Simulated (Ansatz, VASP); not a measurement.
# Two plane-wave programs on Ru

```
CELL_PARAMETERS angstrom
2.70580 0.00000 0.00000
-1.35290 2.34329 0.00000
0.00000 0.00000 4.28190
ATOMIC_POSITIONS crystal
Ru 0.66667 0.33333 0.75000
Ru 0.33333 0.66667 0.25000
```

Alike in both runs: functional r2SCAN; k mesh 11 × 11 × 6; occupations tetrahedron; no spin polarisation.

|  | VASP | Ansatz |
| --- | --- | --- |
| version | VASP 6.6.1 | Ansatz 0.2.0 |
| potentials or method | VASP PAW PBE potentials, release 64 (Ru_sv) | PseudoDojo standard (PBE files) |
| plane-wave cutoff (eV) | 620 | 1143 |
| valence electrons in the cell | 32 | 32 |
| task | single point | density of states |

Ansatz gave:

- gap on the k mesh at the Fermi level (eV): none
- pressure (GPa): -3.4
- traceless stress, the component that is largest in VASP (GPa): -1.43

Q: Which values does VASP return?

A: gap on the k mesh at the Fermi level (eV): none; pressure (GPa): -2.0; traceless stress, the component that is largest in VASP (GPa): -1.43.

VASP's potentials were made for PBE, not for r2SCAN. A gap of «none» marks a metal or a gap that the smearing closes.

Noted on Ansatz's run: the meta-GGA runs on potentials made for a GGA.
